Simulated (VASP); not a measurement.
Runs of VASP 6.6.1 on LiF. The structure is that of space group P6_3/mmc (No. 194), or close to it. The cells are those of the table. 

```csv
task,level,cell,k mesh,cutoff (eV),grid for exact exchange (PRECFOCK),screening parameter,gap on the mesh (eV),pressure (GPa),relaxed volume (Å³/atom)
single point,PBE,"a = 2.830, b = 2.830, c = 4.877 Å, angles 90.0, 90.0, 120.0°, 4 atoms",12 × 12 × 6,520,-,-,8.71,-,-
single point,HSE06,"a = 2.791, b = 2.791, c = 4.806 Å, angles 90.0, 90.0, 120.0°, 4 atoms",6 × 6 × 4,520,Normal,0.2079 1/Å,11.38,-,-
relaxation of cell and atoms,PBE,"relaxed from a = 2.384, b = 2.384, c = 3.886 Å, angles 90.0, 90.0, 120.0°, 4 atoms",12 × 12 × 6,600,-,-,(b),0.0,7.81
relaxation of cell and atoms,HSE06,"relaxed from a = 2.776, b = 2.776, c = 4.783 Å, angles 90.0, 90.0, 120.0°, 4 atoms",6 × 6 × 4,600,Normal,0.2079 1/Å,11.44,-0.1,(a)
```

Alike in all rows: potentials or basis VASP PAW PBE potentials, release 64 (Li_sv, F); no spin polarisation; smearing fermi-dirac 0.02 eV.

Problem. Fill in the values left out.

Solution. (a) 8.05; (b) 9.64.

Caveats: some runs use coarse meshes; the cutoff is under 1.25 times the usual one of these potentials, so pressure, stress and relaxed cells hold a basis-set (Pulay) error; the PAW data sets were made with another functional, which shifts forces and pressure a little (some runs); the volume moved by over 15 % at a fixed basis, so the end points are rough (some runs).

A k mesh can miss the band edges.
